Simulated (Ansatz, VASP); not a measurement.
This is a calculation of Pb for Ansatz 0.2.0.

File input.yaml:

```yaml
crystal:
  lattice:
    - [3.5934889096, 0.0, 0.0]
    - [-1.7967444549, 3.112052684, 0.0]
    - [0.0, 0.0, 11.7206959463]
  atoms:
    - { symbol: Pb, position: [0.6666666667, 0.3333333333, 0.75] }
    - { symbol: Pb, position: [0.0, 0.0, 0.5] }
    - { symbol: Pb, position: [0.3333333333, 0.6666666667, 0.25] }
    - { symbol: Pb, position: [0.0, 0.0, 0.0] }
hamiltonian:
  xc: pbe
  pseudopotentials: { kind: paw }
kpoints:
  mp_grid: { grid: [9, 9, 3] }
scf:
  occupations: { method: fermi_dirac, width: 0.05 }
output:
  forces: true
  stress: true
  eigenvalues: true
```

Potentials or basis: Ansatz PAW.

Launch:

```bash
$ ansatz run input.yaml --threads 2 --pin off --max-ram 5120MiB --backend cpu --events-out ev --progress --plain --runs-dir out
```

Task: Translate it to VASP 6.6.1. Potentials there: VASP PAW PBE potentials, release 64 (Pb_d).

Result: As run (the cutoff follows the program's own potentials):

Contents of INCAR:

```
SYSTEM = Pb
PREC = Accurate
ENCUT = 520
EDIFF = 1E-6
ISMEAR = -1
SIGMA = 0.05
LREAL = .FALSE.
LASPH = .TRUE.
NELM = 100
ALGO = Fast
ISIF = 2
LWAVE = .FALSE.
LCHARG = .FALSE.
GGA = PE
NBANDS = 36
```

KPOINTS

```
Automatic mesh
0
G
  9 9 3
  0 0 0
```

The input POSCAR:

```
Pb
1.0
    3.5934889096      0.0000000000      0.0000000000
   -1.7967444549      3.1120526840      0.0000000000
    0.0000000000      0.0000000000     11.7206959463
Pb
4
Direct
    0.6666666667      0.3333333333      0.7500000000
    0.0000000000      0.0000000000      0.5000000000
    0.3333333333      0.6666666667      0.2500000000
    0.0000000000      0.0000000000      0.0000000000
```

Potentials or basis: VASP PAW PBE potentials, release 64 (Pb_d).

Run with:

```console
$ cat potpaw_PBE.64/Pb_d/POTCAR > POTCAR
$ mpirun -np 1 vasp_std > vasp.out
```

Both were run:

|  | VASP | Ansatz | Ansatz less VASP |
| --- | --- | --- | --- |
| gap on the k mesh at the Fermi level (eV) | none | none | - |
| pressure (GPa) | -1.2 | -1.1 | +0.05 |
| traceless stress, the component that is largest in VASP (GPa) | 0.20 | 0.20 | +0.004 |

A gap of «none» marks a metal or a gap that the smearing closes.

Neither program's run includes spin-orbit coupling.
